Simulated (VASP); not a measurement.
Crystal: AlN.

```
Al N
1.0
    -0.05790    2.19252    2.19252
     2.19252   -0.05790    2.19252
     2.19252    2.19252   -0.05790
Al N
1 1
Direct
  0.99844 0.99844 0.99844
  0.25156 0.25156 0.25156
```

This cell differs from its parent crystal: epitaxial 111 strain +3.0%.

Base run:

| Property | Result |
| --- | --- |
| Program | VASP 6.6.1 |
| Functional | PBE |
| Potentials or basis | VASP PAW PBE potentials, release 64 (Al, N) |
| Cutoff | 520 eV |
| k mesh | 6 × 6 × 6 |
| Occupations | gaussian, width 0.01 eV |
| Spin | no spin polarisation |

Its results: band gap on the k mesh 3.07 eV, indirect (least direct gap 3.52 eV); pressure -5.1 GPa; largest force 0.033 eV/Å.

Task: The run is repeated on the same cell with these changes: functional from PBE to r2SCAN; k mesh from 6 × 6 × 6 to 10 × 10 × 10. What comes out?

Result: Band gap on the k mesh 3.67 eV, indirect (least direct gap 4.19 eV); pressure -9.7 GPa; largest force 0.003 eV/Å.

Several settings changed at once, so the effect can't be laid on one alone.

Caveats: the PAW data sets were made with another functional, which shifts forces and pressure a little (some runs).

A k mesh can miss the band edges.
